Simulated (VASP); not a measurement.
Wanted: the native input for a VASP 6.6.1 run.

```
Task                   : single point
Functional             : LDA
Potentials or basis    : VASP PAW LDA potentials, release 64 (Al, Ga_d, N)
Cutoff                 : 520 eV
k mesh                 : 8 × 8 × 4
Occupations            : gaussian, width 0.05 eV
Spin                   : no spin polarisation
Dipole correction      : no
Further INCAR settings : ALGO = Normal; EDIFF = 1e-06; NBANDS = 36
```

The structure of AlGaN2 lies in POSCAR:

```
AlGaN2
1.0
    3.1152864652      0.0000000000      0.0000000000
    0.0000000000      3.1152864652      0.0000000000
    0.0000000000      0.0000000000      8.7686604219
Al Ga N
2 2 4
Direct
    0.5000000000      0.5000000000      0.2500000000
    0.5000000000      0.5000000000      0.7500000000
    0.0000000000      0.0000000000      0.0009531874
    0.0000000000      0.0000000000      0.4990468126
    0.5000000000      0.0000000000      0.3743022567
    0.5000000000      0.0000000000      0.8657490689
    0.0000000000      0.5000000000      0.1256977433
    0.0000000000      0.5000000000      0.6342509311
```

This cell differs from its parent crystal: mode 23 (735.8 1/cm) frozen in, largest displacement +0.037 Å.

One way to write it, as run:

INCAR

```
SYSTEM = AlGaN2
PREC = Accurate ; ENCUT = 520
EDIFF = 1E-6 ; ISMEAR = 0
SIGMA = 0.05 ; LREAL = .False.
LASPH = .True. ; NELM = 100
ALGO = Normal ; ISIF = 2
LWAVE = .False. ; LCHARG = .False.
NBANDS = 36
```

KPOINTS

```
Automatic mesh
0
Gamma
  8 8 4
  0 0 0
```

Potentials or basis: VASP PAW LDA potentials, release 64 (Al, Ga_d, N).

Launch:

```sh
$ cat potpaw_LDA.64/Al/POTCAR potpaw_LDA.64/Ga_d/POTCAR potpaw_LDA.64/N/POTCAR > POTCAR
$ mpirun -np 1 vasp_std > vasp.out
```

Results of the run:

```
Pressure               : 1.1 GPa
Largest force          : 1.170 eV/Å
Band gap on the k mesh : 2.97 eV
```

Caveat: the cell differs from its parent crystal (mode 23 (735.8 1/cm) frozen in, largest displacement +0.037 Å); forces of over 1 eV/Å act on the atoms, so gaps and moduli don't describe the material at rest.

Wall time 3.5 min on 1 thread of AMD EPYC 7R43 64-Core Processor (Zen 3) (shared host), peak memory 0.2 GiB.
